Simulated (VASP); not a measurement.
Wanted: the native input for a VASP 6.6.1 run.

```yaml
Task: single point
Functional: r2SCAN
Potentials_or_basis: VASP PAW PBE potentials, release 64 (Na_pv, H)
Cutoff: 520 eV
k_mesh: 10 × 10 × 10
Occupations: fermi-dirac, width 0.2 eV
Spin: no spin polarisation
Dipole_correction: no
Further_INCAR_settings: ALGO = Normal; EDIFF = 1e-06; NBANDS = 11
```

NaH:

```
Na H
1.0
     0.00000    2.45334    2.35692
     2.45334    0.00000    2.35692
     2.45334    2.45334    0.00000
Na H
1 1
Cartesian
  0.0000 0.0000 0.0000
  2.4533 2.4533 2.3569
```

This cell differs from its parent crystal: volume 14.186 Å^3 an atom, c/a of the conventional cell 0.9607.

One way to write it, as run:

POSCAR

```
NaH
1.0
    0.0000000000      2.4533380144      2.3569218304
    2.4533380144      0.0000000000      2.3569218304
    2.4533380144      2.4533380144      0.0000000000
Na H
1 1
Direct
    0.0000000000      0.0000000000      0.0000000000
    0.5000000000      0.5000000000      0.5000000000
```

INCAR.step1

```
PREC = Accurate ; ENCUT = 520
ISMEAR = -1 ; SIGMA = 0.2
LREAL = F ; LASPH = T
NELM = 60 ; NBANDS = 11
GGA = PE ; ALGO = Normal
EDIFF = 1E-4 ; LWAVE = T
LCHARG = F
```

INCAR.step2

```
PREC = Accurate ; ENCUT = 520
EDIFF = 1E-6 ; ISMEAR = -1
SIGMA = 0.2 ; LREAL = F
LASPH = T ; NELM = 60
ALGO = Normal ; ISIF = 2
LWAVE = F ; LCHARG = F
METAGGA = R2SCAN ; LMIXTAU = T
NBANDS = 11 ; ISTART = 1
```

KPOINTS

```
regular mesh
0
Gamma
  10 10 10
```

Potentials or basis: VASP PAW PBE potentials, release 64 (Na_pv, H).

The run is started by

```bash
$ cat potpaw_PBE.64/Na_pv/POTCAR potpaw_PBE.64/H/POTCAR > POTCAR
$ cp INCAR.step1 INCAR
$ mpirun -np 1 vasp_std > vasp.out
$ cp INCAR.step2 INCAR
$ mpirun -np 1 vasp_std > vasp.out
```

It gave:

```
Pressure               : -0.8 GPa
Band gap on the k mesh : 4.34 eV, indirect (least direct gap 5.19 eV)
```

Caveat: the PAW data sets were made with another functional, which shifts forces and pressure a little.

Run time: 46 s on 1 thread of Intel(R) Xeon(R) 6975P-C (Granite Rapids), on a shared host, peak memory 0.17 GiB.
